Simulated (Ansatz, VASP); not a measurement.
**Ir in VASP and in Ansatz**

Contents of INCAR:

```
  PREC = Accurate
  ENCUT = 520
  EDIFF = 1E-6
  ISMEAR = 0
  SIGMA = 0.15
  LREAL = False
  LASPH = True
  NELM = 60
  ALGO = Fast
  ISIF = 2
  LWAVE = False
  LCHARG = True
  LELF = True
  LVHAR = True
  NBANDS = 16
```

KPOINTS

```
Automatic mesh
0
Gamma
  16 16 12
```

The input POSCAR:

```
Ir
1.0
    0.0000000000     -1.9054060557     -1.9054060557
    0.0000000000      1.9054060557     -1.9054060557
    3.8108121114      0.0000000000      0.0000000000
Ir
2
Direct
    0.5251914808      0.4748085192      0.4719219954
   -0.0251914808      0.0251914808      0.0280780046
```

Input for Ansatz:

```yaml
crystal:
  lattice:
    - [0.0, -1.9054060557, -1.9054060557]
    - [0.0, 1.9054060557, -1.9054060557]
    - [3.8108121114, 0.0, 0.0]
  atoms:
    - { symbol: Ir, position: [0.5251914808, 0.4748085192, 0.4719219954] }
    - { symbol: Ir, position: [-0.0251914808, 0.0251914808, 0.0280780046] }
basis:
  ecutwfc: 420
kpoints:
  mp_grid: { grid: [16, 16, 12] }
hamiltonian:
  xc: lda
  pseudopotentials: { kind: paw, azcp: { folder: soft_1 } }
scf:
  occupations: { method: gaussian, width: 0.15 }
output:
  forces: true
  stress: true
  eigenvalues: true
```

Change from the starting cell: mode 4 frozen in at -0.096 Å and mode 6 at -0.107 Å (largest displacements).

Alike in both runs: task single point; functional LDA; k mesh 16 × 16 × 12; occupations gaussian, width 0.15 eV; no spin polarisation.

|  | VASP | Ansatz |
| --- | --- | --- |
| version | VASP 6.6.1 | Ansatz 0.2.0 |
| potentials or method | VASP PAW LDA potentials, release 64 (Ir), cutoff 520 eV | scalar-relativistic, plane waves, PAW |
| valence electrons in the cell | 18 | 34 |

Ansatz gave:

```
gap on the k mesh at the Fermi level (eV)                     : none
pressure (GPa)                                                : 14.1
traceless stress, the component that is largest in VASP (GPa) : 15.37
rms of the force components (eV/Å)                            : 2.396
```

Problem. What did VASP give for the same quantities?

Solution. gap on the k mesh at the Fermi level (eV): none; pressure (GPa): 18.1; traceless stress, the component that is largest in VASP (GPa): 15.41; rms of the force components (eV/Å): 2.451.

Ansatz warns that its potentials were made for another functional, while VASP's fit it. LDA's correlation is that of Perdew and Zunger in VASP and of Perdew and Wang (1992) in Ansatz. Atom by atom the forces differ by 0.057 eV/Å (rms over components). A gap of «none» marks a metal or a gap that the smearing closes. VASP's potentials hold 18 valence electrons a cell and Ansatz's 34, so a difference there can come from the potentials and not from the codes.

Neither program's run includes spin-orbit coupling.
